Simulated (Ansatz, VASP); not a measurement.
# Two plane-wave programs on Nb2B

```
CELL_PARAMETERS angstrom
1.64139 0.94766 4.83513
-1.64139 0.94766 4.83513
0.00000 -1.89532 4.83513
ATOMIC_POSITIONS crystal
Nb 0.24970 0.24970 0.24970
Nb 0.75030 0.75030 0.75030
B 0.50000 0.50000 0.50000
```

Change from the starting cell: species swapped into the Lu2C type (R-3m, No. 166).

Alike in both runs: functional PBE; k mesh 18 × 18 × 18; occupations gaussian, width 0.1 eV; no spin polarisation.

Ansatz relaxed the structure, and its values are those at the end. VASP's run is a single point on that final structure, the one shown.

```csv
,VASP,Ansatz
version,VASP 6.6.1,Ansatz 0.2.0
potentials or method,"VASP PAW PBE potentials, release 64 (Nb_sv, B), cutoff 520 eV","scalar-relativistic, plane waves, PAW"
valence electrons in the cell,29,29
```

VASP gave:

* gap on the k mesh at the Fermi level (eV): none
* pressure (GPa): -0.2
* rms of the force components (eV/Å): 0.008

Task: What did Ansatz give for the same quantities?

Result: gap on the k mesh at the Fermi level (eV): none; pressure (GPa): 0.0; rms of the force components (eV/Å): 0.002.

A gap of «none» marks a metal or a gap that the smearing closes.
